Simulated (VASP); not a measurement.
## CsSnI3: relaxation of cell and atoms with PBE

The system is CsSnI3.

```xyz
5
Lattice="6.2057 0.0000 0.0000 0.0000 6.2057 0.0000 0.0000 0.0000 6.2057" Properties=species:S:1:pos:R:3 pbc="T T T"
Cs    0.0000    0.0000    0.0000
Sn    3.1029    3.1029    3.1029
I     0.0000    3.1029    3.1029
I     3.1029    0.0000    3.1029
I     3.1029    3.1029    0.0000
```

* Program: VASP 6.6.1
* Task: relaxation of cell and atoms
* Functional: PBE
* Potentials or basis: VASP PAW PBE potentials, release 64 (Cs_sv, Sn_d, I)
* Cutoff: 600 eV
* k mesh: 6 × 6 × 6
* Occupations: gaussian, width 0.02 eV
* Spin: no spin polarisation
* Dipole correction: no
* Further INCAR settings: ALGO = Normal; EDIFF = 1e-06; IBRION = 2; EDIFFG = -0.005; NSW = 100; ISIF = 3

| Property | Result |
| --- | --- |
| Relaxed volume | 49.70 Å³/atom |
| Relaxed cell | a = 6.287 Å, b = 6.287 Å, c = 6.287 Å, α = 90.00°, β = 90.00°, γ = 90.00° |
| Space group after relaxing (to 0.1 Å) | Pm-3m (No. 221) |
| Energy gained by relaxing | 3.7 meV/atom |
| Ionic steps | 3 |
| Pressure after relaxing | 0.0 GPa |
| Band gap on the k mesh | 0.48 eV |

Step by step:
| step | energy change (eV) | largest force (eV/Å) | pressure (GPa) | volume (Å³) |
| --- | --- | --- | --- | --- |
| 1 | 0.0000 | 0.0000 | 0.65 | 238.99 |
| 2 | -0.0171 | 0.0000 | 0.17 | 245.78 |
| 3 | -0.0184 | 0.0000 | -0.01 | 248.48 |

Final structure:
```
Cs Sn I
1.0
     6.28680    0.00000    0.00000
     0.00000    6.28680    0.00000
     0.00000    0.00000    6.28680
Cs Sn I
1 1 3
Direct
  0.00000 0.00000 0.00000
  0.50000 0.50000 0.50000
  0.00000 0.50000 0.50000
  0.50000 0.00000 0.50000
  0.50000 0.50000 0.00000
```

Levels at points of the mesh, in eV from the valence-band top:
```
           k point  band 20  band 21  band 22  band 23  band 24  band 25
(0.00, 0.00, 0.00)    -1.97    -1.97    -1.97     2.34     3.34     3.34
(0.50, 0.00, 0.00)    -2.07    -2.07    -1.45     1.21     3.82     4.07
(0.50, 0.50, 0.00)    -2.32    -1.57    -0.72     0.90     0.90     3.98
(0.50, 0.50, 0.50)    -1.55    -1.55     0.00     0.48     0.48     0.48
```

It took 2.4 min on 1 thread of Intel(R) Xeon(R) 6975P-C (Granite Rapids), with other jobs on the host, peak memory 0.47 GiB.

Caveat: semilocal functionals underestimate gaps, and a narrow one can read as zero; spin-orbit coupling is left out, which moves the levels of the heavy elements. Zero-point motion and thermal expansion aren't in these numbers.
